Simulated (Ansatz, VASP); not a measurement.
**NaI: VASP beside Ansatz**

File INCAR:

```
SYSTEM = NaI
ALGO = Normal ; EDIFF = 1E-6
ENCUT = 520 ; GGA = PE
ISIF = 2 ; ISMEAR = -1
LASPH = .TRUE. ; LCHARG = .FALSE.
LREAL = .FALSE. ; LWAVE = .FALSE.
NBANDS = 14 ; NELM = 100
PREC = Accurate ; SIGMA = 0.05
```

File KPOINTS:

```
k-points
0
G
  10 10 10
  0 0 0
```

File POSCAR:

```
NaI
1.0
    0.0000000000      3.5813786433      3.5813786433
    3.5813786433      0.0000000000      3.5813786433
    3.5813786433      3.5813786433      0.0000000000
Na I
1 1
Direct
   -0.0041883312      0.0041883312      0.0041883312
    0.2500000000      0.2500000000      0.2500000000
```

Input for Ansatz:

```yaml
crystal:
  lattice:
    - [0.0, 3.5813786433, 3.5813786433]
    - [3.5813786433, 0.0, 3.5813786433]
    - [3.5813786433, 3.5813786433, 0.0]
  atoms:
    - { symbol: Na, position: [-0.0041883312, 0.0041883312, 0.0041883312] }
    - { symbol: I, position: [0.25, 0.25, 0.25] }
kpoints:
  mp_grid: { grid: [10, 10, 10] }
scf:
  occupations: { method: fermi_dirac, width: 0.05 }
hamiltonian:
  xc: pbe
  pseudopotentials: { kind: all_electron, lapw: { basis_error: 0.001 } }
output:
  forces: true
  stress: true
  eigenvalues: true
```

Alike in both runs: task single point; functional PBE; k mesh 10 × 10 × 10; occupations fermi-dirac, width 0.05 eV; no spin polarisation.

```csv
,VASP,Ansatz
version,VASP 6.6.1,Ansatz 0.2.0
potentials or method,"VASP PAW PBE potentials, release 64 (Na_pv, I), cutoff 520 eV","all-electron LAPW, scalar-relativistic"
```

Ansatz gave:

- gap on the k mesh at the Fermi level (eV): 3.76
- pressure (GPa): 0.0
- traceless stress, the component that is largest in VASP (GPa): 0.10
- rms of the force components (eV/Å): 0.022

Question: Estimate VASP's values.

Answer: gap on the k mesh at the Fermi level (eV): 3.76; pressure (GPa): 0.0; traceless stress, the component that is largest in VASP (GPa): 0.11; rms of the force components (eV/Å): 0.022.

Atom by atom the forces differ by 0.000 eV/Å (rms over components). Ansatz ran all-electron here, and VASP with PAW potentials.

Neither program's run includes spin-orbit coupling.
